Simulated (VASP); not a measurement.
# InP (F-43m) in VASP: notebook, part 2 of 2

VASP 6.6.1.

## 3. Phonons, r2SCAN

This run uses another cell than the first one, of 25.77 Å³/atom.

INCAR reads:

```
SYSTEM = InP
PREC = Accurate
ENCUT = 520
EDIFF = 1E-8
ISMEAR = 0
SIGMA = 0.01
LREAL = .FALSE.
LASPH = .TRUE.
NELM = 100
ALGO = Normal
ISIF = 2
LWAVE = .FALSE.
LCHARG = .TRUE.
METAGGA = R2SCAN
LMIXTAU = .TRUE.
NBANDS = 16
IBRION = 6
NFREE = 2
POTIM = 0.015
NSW = 1
```

KPOINTS reads:

```
Automatic mesh
0
G
  8 8 8
  0 0 0
```

POSCAR reads:

```
InP
1.0
    2.9536682130      2.9536682130      0.0000000000
   -2.9536682130      2.9536682130      0.0000000000
    0.0000000000      2.9536682130      2.9536682130
In P
1 1
Direct
    0.0000000000      0.0000000000      0.0000000000
    0.7500000000      0.2500000000      0.5000000000
```

Potentials or basis: VASP PAW PBE potentials, release 64 (In_d, P).

The run is started by

```console
$ cat potpaw_PBE.64/In_d/POTCAR potpaw_PBE.64/P/POTCAR > POTCAR
$ mpirun -np 1 vasp_std > vasp.out
```

OUTCAR:

```text
SYSTEM = InP
   PREC = Accurate
   ENCUT = 520
   EDIFF = 1E-8
   ISMEAR = 0
   LREAL = .FALSE.
   LASPH = .TRUE.
   NELM = 100
   ISIF = 2
   METAGGA = R2SCAN
   IBRION = 6
   NFREE = 2
   POTIM = 0.015
   NSW = 1

 ion  position               nearest neighbor table
   1  0.000  0.000  0.000-   2 2.56   2 2.56   2 2.56   2 2.56
   2  0.750  0.250  0.500-   1 2.56   1 2.56   1 2.56   1 2.56

  LATTYP: Found a face centered cubic cell.
 ALAT       =     5.9073364260

  Lattice vectors:

 A1 = (   0.0000000000,   2.9536682130,   2.9536682130)
 A2 = (   2.9536682130,   0.0000000000,   2.9536682130)
 A3 = (   2.9536682130,   2.9536682130,   0.0000000000)

Analysis of symmetry for initial positions (statically):
=====================================================================
 Subroutine PRICEL returns:
[... 797 lines left out ...]
  Total       -0.0412022     -0.0387893     -0.0387893      0.0000000     -0.1130424      0.0000000
  in kB       -1.2809013     -1.2058898     -1.2058898      0.0000000     -3.5142835      0.0000000
  external PRESSURE =      -1.2308936 kB  Pullay stress =       0.0000000 kB
[... 17 lines left out ...]
  FREE ENERGIE OF THE ION-ELECTRON SYSTEM (eV)
  ---------------------------------------------------
  free  energy   TOTEN  =       -32.2964731269 eV

  energy  without entropy=      -32.2964731269  energy(sigma->0) =      -32.29647313

 INTERNAL STRAIN TENSORS FROM DISPLACED ATOMS
 ============================================

 INTERNAL STRAIN TENSOR FOR ION    1 for displacements in x,y,z  (eV/Angst):
          X           Y           Z          XY          YZ          ZX
  --------------------------------------------------------------------------------
  x    -0.00000     0.00000     0.00000     0.00000    -7.53380     0.00000
  y    -0.00000     0.00000    -0.00000     0.00000     0.00000    -7.53380
  z     0.00000     0.00000    -0.00000    -7.53380     0.00000     0.00000

 INTERNAL STRAIN TENSOR FOR ION    2 for displacements in x,y,z  (eV/Angst):
          X           Y           Z          XY          YZ          ZX
  --------------------------------------------------------------------------------
  x     0.00000     0.00000     0.00000     0.00000     7.53227     0.00000
  y     0.00000     0.00000     0.00000     0.00000     0.00000     7.53227
  z     0.00000     0.00000     0.00000     7.53227     0.00000     0.00000

 Eigenvectors and eigenvalues of the dynamical matrix
 ----------------------------------------------------

   1 f  =    8.840980 THz    55.549513 2PiTHz  294.903335 cm-1    36.563337 meV
             X         Y         Z           dx          dy          dz
      0.000000  0.000000  0.000000     0.000000   -0.253957   -0.385668
      1.476834  4.430502  1.476834    -0.000000    0.487815    0.740812
[... 21 lines left out ...]
   6 f/i=    0.008467 THz     0.053200 2PiTHz    0.282433 cm-1     0.035017 meV
             X         Y         Z           dx          dy          dz
      0.000000  0.000000  0.000000    -0.000000   -0.184980   -0.867495
      1.476834  4.430502  1.476834     0.000000   -0.096301   -0.451620

 ELASTIC MODULI CONTR FROM IONIC RELAXATION (kBar)
 Direction    XX          YY          ZZ          XY          YZ          ZX
 --------------------------------------------------------------------------------
 XX          -0.0000      0.0000     -0.0000      0.0000     -0.0000     -0.0000
 YY           0.0000     -0.0000      0.0000      0.0000      0.0000      0.0000
 ZZ          -0.0000      0.0000     -0.0000     -0.0000      0.0000     -0.0000
 XY           0.0000      0.0000     -0.0000   -225.8269     -0.0000     -0.0000
 YZ          -0.0000      0.0000      0.0000     -0.0000   -225.8269     -0.0000
 ZX          -0.0000      0.0000     -0.0000     -0.0000     -0.0000   -225.8269
 --------------------------------------------------------------------------------
```

OSZICAR:

```text
N       E                     dE             d eps       ncg     rms          rms(c)
DAV:   1     0.864293502470E+02    0.86429E+02   -0.84876E+03   928   0.127E+03
DAV:   2    -0.282177529735E+02   -0.11465E+03   -0.10995E+03  1016   0.305E+02
DAV:   3    -0.356939625943E+02   -0.74762E+01   -0.74395E+01  1248   0.760E+01
[... 73 lines left out ...]
DAV:   7    -0.322964719051E+02   -0.24197E-04   -0.13681E-05  3312   0.228E-02    0.219E-03
DAV:   8    -0.322964727683E+02   -0.86328E-06   -0.86968E-07  3888   0.755E-03    0.269E-03
DAV:   9    -0.322964729639E+02   -0.19555E-06   -0.92550E-08  4232   0.230E-03    0.225E-03
DAV:  10    -0.322964731223E+02   -0.15837E-06   -0.16047E-07  3360   0.346E-03    0.190E-03
DAV:  11    -0.322964731269E+02   -0.46721E-08   -0.32157E-08  3712   0.199E-03
   5 F= -.32296473E+02 E0= -.32296473E+02  d E =-.182543E-23
```

stdout:

```text
POSCAR found type information on POSCAR InP
 POSCAR found :  2 types and       2 ions
 scaLAPACK will be used
 -----------------------------------------------------------------------------
|                                                                             |
|                                                                             |
|     You enforced a specific xc type in the INCAR file but a different       |
|     I HOPE YOU KNOW WHAT YOU ARE DOING!                                     |
|                                                                             |
 -----------------------------------------------------------------------------

 LDA part: xc-table for (None), standard interpolation
 POSCAR, INCAR and KPOINTS ok, starting setup
 FFT: planning ... GRIDC
 FFT: planning ... GRID_SOFT
 FFT: planning ... GRID
 WAVECAR not read
 entering main loop
 Found     2 degrees of freedom:
 Finite differences POTIM= 0.01500 DOF=   2
 bond charge predicted
 Finite differences progress:
 bond charge predicted
 Finite differences progress:
 bond charge predicted
 Finite differences progress:
 bond charge predicted
 Finite differences progress:
```

It took 13 min on 1 thread of Intel Xeon 8259CL, shared host; peak memory 0.29 GiB.

Results:

| Quantity | Value |
| --- | --- |
| Highest phonon frequency at Γ, LO-TO splitting left out | 295 cm⁻¹ |

Phonon frequencies in cm⁻¹ (negative: imaginary):
| q point | frequencies |
| --- | --- |
| (0.000, 0.000, 0.000) | 0 0 0 295 295 295 |

Caveat: the PAW data sets were made with another functional, which shifts forces and pressure a little; spin-orbit coupling is left out, which moves the levels of the heavy elements.

## 4. Phonons, r2SCAN

This run uses another cell than the first one, of 26.59 Å³/atom.

INCAR reads:

```
SYSTEM = InP
ALGO = Normal
EDIFF = 1E-8
ENCUT = 520
IBRION = 6
ISIF = 2
ISMEAR = 0
LASPH = .TRUE.
LCHARG = .FALSE.
LMIXTAU = .TRUE.
LREAL = .FALSE.
LWAVE = .FALSE.
METAGGA = R2SCAN
NELM = 100
NFREE = 2
NSW = 1
POTIM = 0.015
PREC = Accurate
SIGMA = 0.01
```

KPOINTS reads:

```
k-points
0
G
  8 8 8
  0 0 0
```

POSCAR reads:

```
InP
1.0
    2.9847367417      2.9847367417      0.0000000000
   -2.9847367417      2.9847367417      0.0000000000
    0.0000000000      2.9847367417      2.9847367417
In P
1 1
Direct
    0.0000000000      0.0000000000      0.0000000000
    0.7500000000      0.2500000000      0.5000000000
```

Potentials or basis: VASP PAW PBE potentials, release 64 (In_d, P).

The run is started by

```console
$ cat potpaw_PBE.64/In_d/POTCAR potpaw_PBE.64/P/POTCAR > POTCAR
$ mpirun -np 1 vasp_std > vasp.out
```

OUTCAR:

```text
SYSTEM = InP
   EDIFF = 1E-8
   ENCUT = 520
   IBRION = 6
   ISIF = 2
   ISMEAR = 0
   LASPH = .TRUE.
   LREAL = .FALSE.
   METAGGA = R2SCAN
   NELM = 100
   NFREE = 2
   NSW = 1
   POTIM = 0.015
   PREC = Accurate

 ion  position               nearest neighbor table
   1  0.000  0.000  0.000-   2 2.58   2 2.58   2 2.58   2 2.58
[... 771 lines left out ...]
  x     0.00000     0.00000     0.00000     0.00000    -6.33246     0.00000
  y     0.00000    -0.00000     0.00000     0.00000     0.00000    -6.33246
  z     0.00000     0.00000     0.00000    -6.33246     0.00000     0.00000

 INTERNAL STRAIN TENSOR FOR ION    2 for displacements in x,y,z  (eV/Angst):
          X           Y           Z          XY          YZ          ZX
  --------------------------------------------------------------------------------
  x     0.00000    -0.00000    -0.00000     0.00000     6.32902     0.00000
  y     0.00000     0.00000     0.00000     0.00000     0.00000     6.32902
  z    -0.00000    -0.00000     0.00000     6.32902     0.00000     0.00000

 Eigenvectors and eigenvalues of the dynamical matrix
 ----------------------------------------------------

   1 f  =    8.480165 THz    53.282450 2PiTHz  282.867867 cm-1    35.071130 meV
             X         Y         Z           dx          dy          dz
      0.000000  0.000000  0.000000    -0.000000    0.460801    0.000000
      1.492368  4.477105  1.492368     0.000000   -0.887504    0.000000
[... 21 lines left out ...]
   6 f/i=    0.001173 THz     0.007369 2PiTHz    0.039122 cm-1     0.004850 meV
             X         Y         Z           dx          dy          dz
      0.000000  0.000000  0.000000     0.873183    0.092599    0.128994
      1.492368  4.477105  1.492368     0.453365    0.048078    0.066975

 ELASTIC MODULI CONTR FROM IONIC RELAXATION (kBar)
 Direction    XX          YY          ZZ          XY          YZ          ZX
 --------------------------------------------------------------------------------
 XX          -0.0000     -0.0000     -0.0000      0.0000     -0.0000     -0.0000
 YY          -0.0000     -0.0000     -0.0000      0.0000      0.0000     -0.0000
 ZZ          -0.0000     -0.0000     -0.0000      0.0000      0.0000     -0.0000
 XY           0.0000      0.0000      0.0000   -168.2571     -0.0000      0.0000
 YZ          -0.0000      0.0000      0.0000     -0.0000   -168.2571     -0.0000
 ZX          -0.0000     -0.0000     -0.0000     -0.0000     -0.0000   -168.2571
 --------------------------------------------------------------------------------
```

OSZICAR:

```text
N       E                     dE             d eps       ncg     rms          rms(c)
DAV:   1     0.917066870237E+02    0.91707E+02   -0.88502E+03   754   0.153E+03
DAV:   2    -0.268466470504E+02   -0.11855E+03   -0.11571E+03   774   0.348E+02
[... 78 lines left out ...]
DAV:   8    -0.322853424163E+02   -0.81112E-06   -0.15472E-06  2943   0.121E-02    0.331E-03
DAV:   9    -0.322853426073E+02   -0.19106E-06   -0.15682E-07  3154   0.400E-03    0.205E-03
DAV:  10    -0.322853427720E+02   -0.16467E-06   -0.49414E-07  2530   0.687E-03    0.198E-03
DAV:  11    -0.322853426530E+02    0.11904E-06   -0.14198E-07  2560   0.425E-03    0.442E-04
DAV:  12    -0.322853426764E+02   -0.23417E-07   -0.14777E-08  2165   0.967E-04    0.421E-04
DAV:  13    -0.322853426685E+02    0.78903E-08   -0.14644E-09  1390   0.418E-04
   5 F= -.32285343E+02 E0= -.32285343E+02  d E =-.113863E-59
```

stdout:

```text
POSCAR found type information on POSCAR InP
 POSCAR found :  2 types and       2 ions
 scaLAPACK will be used
 -----------------------------------------------------------------------------
|                                                                             |
|                                                                             |
|     You enforced a specific xc type in the INCAR file but a different       |
|     I HOPE YOU KNOW WHAT YOU ARE DOING!                                     |
|                                                                             |
 -----------------------------------------------------------------------------

 LDA part: xc-table for (None), standard interpolation
 POSCAR, INCAR and KPOINTS ok, starting setup
 FFT: planning ... GRIDC
 FFT: planning ... GRID_SOFT
 FFT: planning ... GRID
 WAVECAR not read
 entering main loop
 Found     2 degrees of freedom:
 Finite differences POTIM= 0.01500 DOF=   2
 bond charge predicted
 Finite differences progress:
 bond charge predicted
 Finite differences progress:
 bond charge predicted
 Finite differences progress:
 bond charge predicted
 Finite differences progress:
```

Run time: 11 min. Hardware: 1 thread of Intel Xeon 8259CL, shared host; peak memory 0.28 GiB.

Results:

| Quantity | Value |
| --- | --- |
| Highest phonon frequency at Γ, LO-TO splitting left out | 283 cm⁻¹ |

Phonon frequencies in cm⁻¹ (negative: imaginary):
| q point | frequencies |
| --- | --- |
| (0.000, 0.000, 0.000) | 0 0 0 283 283 283 |

Caveat: the cell stands under pressure or tension, which shifts response properties; the PAW data sets were made with another functional, which shifts forces and pressure a little; spin-orbit coupling is left out, which moves the levels of the heavy elements.
